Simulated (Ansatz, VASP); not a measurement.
## Ir in VASP and in Ansatz

Contents of INCAR:

```
SYSTEM = Ir
PREC = Accurate
ENCUT = 600
EDIFF = 1E-7
ISMEAR = -1
SIGMA = 0.1
LREAL = .False.
LASPH = .True.
NELM = 80
ALGO = Normal
ISIF = 3
LWAVE = .False.
LCHARG = .False.
IBRION = 2
NSW = 80
EDIFFG = -0.01
```

File KPOINTS:

```
regular mesh
0
Gamma
  10 10 10
  0 0 0
```

Contents of POSCAR:

```
Ir
1.0
    0.0000000000      2.6731374252      2.6731374252
    2.6731374252      0.0000000000      2.6731374252
    2.6731374252      2.6731374252      0.0000000000
Ir
2
Direct
    0.1250000000      0.1250000000      0.1250000000
    0.8750000000      0.8750000000      0.8750000000
```

Input for Ansatz:

```yaml
crystal:
  lattice:
    - [0.0, 2.6731374252, 2.6731374252]
    - [2.6731374252, 0.0, 2.6731374252]
    - [2.6731374252, 2.6731374252, 0.0]
  atoms:
    - { symbol: Ir, position: [0.125, 0.125, 0.125] }
    - { symbol: Ir, position: [0.875, 0.875, 0.875] }
hamiltonian:
  xc: lda
  pseudopotentials:
    kind: paw
    azcp:
      Ir: "pseudopotentials/Ir.paw.azcp"
basis:
  ecutwfc: 420
  fft_grid_basis: typed
kpoints:
  mp_grid: { grid: [10, 10, 10], shift: [0, 0, 0] }
magnetization:
  spin_polarized: false
scf:
  occupations: { method: fermi_dirac, width: 0.1 }
relax:
  max_steps: 60
  f_tol: 0.01
  cell: {}
output:
  write_density: true
  write_potential: true
  elf: true
  volumetric_format: npy
```

Alike in both runs: task relaxation of cell and atoms; functional LDA; k mesh 10 × 10 × 10; occupations fermi-dirac, width 0.1 eV; no spin polarisation.

|  | VASP | Ansatz |
| --- | --- | --- |
| version | VASP 6.6.1 | Ansatz 0.2.0 |
| potentials or method | VASP PAW LDA potentials, release 64 (Ir), cutoff 600 eV | plane waves (420 eV) with PAW, scalar-relativistic |
| valence electrons in the cell | 18 | 34 |

Ansatz gave:

| Item | Value |
| --- | --- |
| relaxed volume (Å³/atom) | 20.54 |
| relaxed cell length with the largest relative difference (Å) | 3.873 |

**Question.** What did VASP give for the same quantities?

**Answer.** Relaxed volume (Å³/atom): 20.56; relaxed cell length with the largest relative difference (Å): 3.874.

Ansatz warns that its potentials were made for another functional, while VASP's fit it. LDA's correlation is that of Perdew and Zunger in VASP and of Perdew and Wang (1992) in Ansatz. VASP's potentials hold 18 valence electrons a cell and Ansatz's 34, so a difference there can come from the potentials and not from the codes.

Neither program's run includes spin-orbit coupling.
